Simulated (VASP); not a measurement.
A run of VASP 6.6.1 is set up as follows.

INCAR

```
ALGO = Normal
EDIFF = 1E-6
ENCUT = 520
GGA = PS
ISIF = 2
ISMEAR = 0
LASPH = True
LCHARG = False
LREAL = False
LWAVE = False
NBANDS = 15
NELM = 60
PREC = Accurate
SIGMA = 0.1
```

File KPOINTS:

```
k-points
0
Gamma
  16 16 16
```

File POSCAR:

```
ZrC
1.0
    0.0000000000      2.3803503173      2.3803503173
    2.3803503173      0.0000000000      2.3803503173
    2.3803503173      2.3803503173      0.0000000000
Zr C
1 1
Direct
    0.5000000000      0.5000000000      0.5000000000
    0.0000000000      0.0000000000      0.0000000000
```

Potentials or basis: VASP PAW PBE potentials, release 64 (Zr_sv, C).

Command:

```bash
$ cat potpaw_PBE.64/Zr_sv/POTCAR potpaw_PBE.64/C/POTCAR > POTCAR
$ mpirun -np 1 vasp_std > vasp.out
```

Task: Estimate the band gap on the k mesh.

Result: Zero (bands 8 and 9 overlap by 1.31 eV).

Task: Estimate the pressure.

Result: -11.9 GPa.

Caveat: the cell stands under tension; the PAW data sets were made with another functional, which shifts forces and pressure a little.
